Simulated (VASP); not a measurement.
Wanted: the native input for a VASP 6.6.1 run.

- Task: single point
- Functional: PBE
- Dispersion: D3(BJ)
- Potentials or basis: VASP PAW PBE potentials, release 64 (Si, Ga_d)
- Cutoff: 520 eV
- k mesh: 2 × 2 × 2
- Occupations: gaussian, width 0.02 eV
- Spin: collinear spin, zero start
- Starting moments: [0.0, 0.0, 0.0, 0.0, 0.0, 0.0, 0.0, 0.0, 0.0, 0.0, 0.0, 0.0, 0.0, 0.0, 0.0, 0.0, 0.0] μB
- Dipole correction: no
- Further INCAR settings: LREAL = Auto; ALGO = Normal; EDIFF = 1e-06; NBANDS = 56

The structure of GaSi16 (a cell with a defect) lies in POSCAR:

```
GaSi16
1.0
    0.0000000000      5.4300000000      5.4300000000
    5.4300000000      0.0000000000      5.4300000000
    5.4300000000      5.4300000000      0.0000000000
Si Ga
16 1
Direct
    0.0188182320      0.0181305709     -0.0557383057
    0.1166207182      0.1159654696      0.1158253223
   -0.0012093923     -0.0018841621      0.4880322284
    0.1436498158      0.1429737569      0.5697549724
   -0.0350853591      0.5112781768      0.0119164825
    0.1166290976      0.6509408840      0.1158283610
   -0.0012117864      0.5144139963      0.4880381215
    0.1104323204      0.6269919890      0.6349472376
    0.5119477901     -0.0357750460      0.0119065378
    0.6516170350      0.1159641805      0.1158266114
    0.5150895948     -0.0018846225      0.4880332413
    0.6276649171      0.1097590239      0.6349398711
    0.5119186924      0.5112789134      0.0119175875
    0.6043445672      0.6036662983      0.1876744015
    0.4790794659      0.4784069061      0.5634632597
    0.6276567219      0.6269918969      0.6349484346
    0.3340290055      0.3333249540      0.9986474217
```

One way to write it, as run:

INCAR

```
SYSTEM = GaSi16
PREC = Accurate
ENCUT = 520
EDIFF = 1E-6
ISMEAR = 0
SIGMA = 0.02
LREAL = Auto
LASPH = .True.
NELM = 150
ALGO = Normal
ISIF = 2
LWAVE = .False.
LCHARG = .False.
ISPIN = 2
MAGMOM = 0 0 0 0 0 0 0 0 0 0 0 0 0 0 0 0 0
LORBIT = 11
GGA = PE
IVDW = 12
NBANDS = 56
```

KPOINTS

```
Automatic mesh
0
Gamma
  2 2 2
  0 0 0
```

Potentials or basis: VASP PAW PBE potentials, release 64 (Si, Ga_d).

Run with:

```console
$ cat potpaw_PBE.64/Si/POTCAR potpaw_PBE.64/Ga_d/POTCAR > POTCAR
$ mpirun -np 1 vasp_std > vasp.out
```

Results of the run:

```
Pressure                                              : 2.5 GPa
Largest force                                         : 1.019 eV/Å
Net moment                                            : 0.00 μB per cell
Valence electrons inside the program's atomic spheres : Si 1.70, 1.67, 1.69, 1.73 (each value once); Ga 11.89
Dispersion energy per atom                            : -0.331 eV
```

Caveat: the k points lie up to 0.50 Å⁻¹ apart.

It took 2.6 min on 1 thread of Intel(R) Xeon(R) 6975P-C (Granite Rapids), with other jobs on the host, peak memory 0.69 GiB.
